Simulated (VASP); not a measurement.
A run of VASP 6.6.1 is set up as follows.

File INCAR:

```
SYSTEM = Be24N
  PREC = Accurate
  ENCUT = 520
  EDIFF = 1E-6
  ISMEAR = 0
  SIGMA = 0.1
  LREAL = Auto
  LASPH = .True.
  NELM = 60
  ALGO = Normal
  ISIF = 2
  LWAVE = .False.
  LCHARG = .False.
  LDIPOL = .True.
  IDIPOL = 3
  DIPOL = 0.5 0.5 0.320
  GGA = PE
  NBANDS = 44
```

The input KPOINTS:

```
regular mesh
0
Gamma
  6 4 1
  0 0 0
```

POSCAR

```
Be24N
1.0
    4.5254381414      0.0000000000      0.0000000000
    0.0000000000      7.1336190818      0.0000000000
    0.0000000000      0.0000000000     19.8685529820
Be N
24 1
Direct
    0.0000000000      0.3750000000      0.2013231665
    0.0000000000      0.8750000000      0.2013231665
    0.5000000000      0.3750000000      0.2013231665
    0.5000000000      0.8750000000      0.2013231665
    0.2500000000      0.1250000000      0.2341987732
    0.2500000000      0.6250000000      0.2341987732
    0.7500000000      0.1250000000      0.2341987732
    0.7500000000      0.6250000000      0.2341987732
    0.2500000000      0.3750000000      0.2999499864
    0.2500000000      0.8750000000      0.2999499864
    0.7500000000      0.3750000000      0.2999499864
    0.7500000000      0.8750000000      0.2999499864
    0.0000000000      0.1250000000      0.3268353587
    0.0000000000      0.6250000000      0.3268353587
    0.5000000000      0.1250000000      0.3268353587
    0.5000000000      0.6250000000      0.3268353587
    0.0000000000      0.3750000000      0.3993099160
    0.0000000000      0.8750000000      0.3993099160
    0.5000000000      0.3750000000      0.3993099160
    0.5000000000      0.8750000000      0.3993099160
    0.2500000000      0.1250000000      0.4211958963
    0.2500000000      0.6250000000      0.4211958963
    0.7500000000      0.1250000000      0.4211958963
    0.7500000000      0.6250000000      0.4211958963
    0.2500000000      0.3125000000      0.4589020369
```

Potentials or basis: VASP PAW PBE potentials, release 64 (Be, N).

The run is started by

```sh
$ cat potpaw_PBE.64/Be/POTCAR potpaw_PBE.64/N/POTCAR > POTCAR
$ mpirun -np 1 vasp_std > vasp.out
```

Question: Predict the band gap on the k mesh.

Answer: Zero (an odd number of electrons rules out a gap without spin polarisation).

Question: Predict the largest force.

Answer: 2.532 eV/Å.

Forces in eV/Å, atoms in the order of the input:
```
Be  -0.068  0.031  0.474
Be   0.045  0.010  0.439
Be   0.068  0.031  0.474
Be  -0.045  0.010  0.439
Be   0.000 -0.122 -0.653
Be   0.000  0.063 -0.633
Be   0.000  0.034 -0.774
Be   0.000 -0.112 -0.564
Be   0.000  0.075 -0.298
Be   0.000 -0.045 -0.068
Be   0.000 -0.207  0.189
Be   0.000  0.001  0.217
Be  -0.129 -0.101 -0.156
Be   0.116 -0.033  0.120
Be   0.129 -0.101 -0.156
Be  -0.116 -0.033  0.120
Be   0.121 -0.231  0.348
Be  -0.194 -0.064 -0.005
Be  -0.121 -0.231  0.348
Be   0.194 -0.064 -0.005
Be   0.000 -0.930  0.093
Be   0.000 -0.509  0.500
Be   0.000 -0.311 -0.250
Be   0.000  0.312 -0.239
N    0.000  2.532  0.040
```
